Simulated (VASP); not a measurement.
Wanted: the native input for a VASP 6.6.1 run.

- Task: single point
- Functional: LDA
- Potentials or basis: VASP PAW LDA potentials, release 64 (Co)
- Cutoff: 520 eV
- k mesh: 15 × 15 × 11
- Occupations: fermi-dirac, width 0.05 eV
- Spin: collinear spin, ferromagnetic start
- Starting moments: [1.538, 1.538] μB
- Dipole correction: no
- Further INCAR settings: ALGO = Normal; EDIFF = 1e-07; NBANDS = 20

The structure of Co lies in POSCAR:

```
Co
1.0
    2.4164432106      0.0000000000      0.0000000000
    0.0000000000      2.4164432106      0.0000000000
    0.0000000000      0.0000000000      3.4162560366
Co
2
Direct
    0.0000000000      0.0000000000      0.0000000000
    0.5000000000      0.5000000000      0.5000000000
```

This isn't the form of Co at room conditions, which is hcp.

These files were run (other wordings do the same):

INCAR

```
  PREC = Accurate
  ENCUT = 520
  EDIFF = 1E-7
  ISMEAR = -1
  SIGMA = 0.05
  LREAL = False
  LASPH = True
  NELM = 150
  ALGO = Normal
  ISIF = 2
  LWAVE = False
  LCHARG = False
  ISPIN = 2
  MAGMOM = 1.538 1.538
  LORBIT = 11
  LMAXMIX = 4
  NBANDS = 20
```

KPOINTS

```
regular mesh
0
Gamma
  15 15 11
```

Potentials or basis: VASP PAW LDA potentials, release 64 (Co).

The run is started by

```sh
$ cat potpaw_LDA.64/Co/POTCAR > POTCAR
$ mpirun -np 1 vasp_std > vasp.out
```

Results of the run:

```json
{
 "Pressure": "0.6 GPa",
 "Net moment": "2.98 μB per cell",
 "Site moments": "Co +1.48 μB",
 "Valence electrons inside the program's atomic spheres": "Co 8.46"
}
```

Run time: 100 s on 1 thread of Intel(R) Xeon(R) Platinum 8488C (Sapphire Rapids), with other jobs on the host, peak memory 0.22 GiB.
